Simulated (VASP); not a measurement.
Wanted: the native input for a VASP 6.6.1 run.

- Task: relaxation of cell and atoms
- Functional: PBE
- Potentials or basis: VASP PAW PBE potentials, release 64 (Tm_3, B, Au), 4f in core
- Cutoff: 500 eV
- k mesh: 6 × 6 × 4
- Occupations: gaussian, width 0.2 eV
- Spin: no spin polarisation
- Dipole correction: no
- Further INCAR settings: ALGO = Normal; EDIFF = 1e-07; IBRION = 2; EDIFFG = -0.025; NSW = 80; ISIF = 3

The structure of TmB3Au lies in POSCAR:

```
TmB3Au
1.0
    4.9889022704      0.0389201391     -0.0356798703
   -2.4607453059      4.4484449670     -0.0146030758
   -0.0382165462     -0.0401253367      5.3620328647
Tm B Au
2 6 2
Direct
    0.3459135661      0.6740906816      0.7573841793
    0.6512891558      0.3174157121      0.2398677687
    0.2204673023      0.7752591260      0.2607335517
    0.4526453662      0.2245361721      0.7514389879
    0.2360441167      0.4458690318      0.2462976627
    0.7644660238      0.2157948158      0.7558661417
    0.5513137609      0.7813847408      0.2546403300
    0.7813321140      0.5670873420      0.7430311618
   -0.0046406789      0.0014274273     -0.0148942539
    0.0011692731     -0.0028650495      0.5056344700
```

These files were run (other wordings do the same):

INCAR

```
SYSTEM = TmB3Au
PREC     = Accurate       ! precision mode
ENCUT    = 500            ! plane-wave cutoff, eV
EDIFF    = 1E-7           ! SCF threshold, eV
ISMEAR   = 0              ! smearing method
SIGMA    = 0.2            ! smearing width, eV
LREAL    = .FALSE.        ! projectors in reciprocal space
LASPH    = .TRUE.         ! aspherical terms in the spheres
NELM     = 200            ! most SCF steps
ALGO     = Normal         ! electronic algorithm
ISIF     = 3              ! what is computed and relaxed
LWAVE    = .FALSE.        ! write WAVECAR
LCHARG   = .FALSE.        ! write CHGCAR
GGA      = PE             ! functional
IBRION   = 2              ! ionic algorithm
NSW      = 80             ! ionic steps
EDIFFG   = -0.025         ! ionic threshold
GGA_COMPAT= .FALSE.      
NELMIN   = 4            
LMAXMIX  = 6              ! l up to which the mixer works
```

KPOINTS

```
regular mesh
0
G
  6 6 4
  0 0 0
```

Potentials or basis: VASP PAW PBE potentials, release 64 (Tm_3, B, Au), 4f in core.

The run is started by

```sh
$ cat potpaw_PBE.64/Tm_3/POTCAR potpaw_PBE.64/B/POTCAR potpaw_PBE.64/Au/POTCAR > POTCAR
$ mpirun -np 1 vasp_std > vasp.out
```

It gave:

| Item | Value |
| --- | --- |
| Relaxed volume | 12.12 Å³/atom |
| Relaxed cell | a = 5.076 Å, b = 5.076 Å, c = 5.431 Å, α = 90.01°, β = 90.01°, γ = 120.00° |
| Space group after relaxing (to 0.1 Å) | P6_3/mmc (No. 194) |
| Energy gained by relaxing | 52.5 meV/atom |
| Ionic steps | 16 |
| Pressure after relaxing | 0.0 GPa |
| Largest force after relaxing | 0.019 eV/Å |
| Band gap on the k mesh | zero (bands 29 and 30 overlap by 2.26 eV) |

Caveat: spin-orbit coupling is left out, which moves the levels of the heavy elements; the 4f electrons are frozen in the core, so they carry no moment and show no levels.

Wall time 58 min on 1 thread of Intel(R) Xeon(R) 6975P-C (Granite Rapids), with other jobs on the host, peak memory 0.46 GiB.
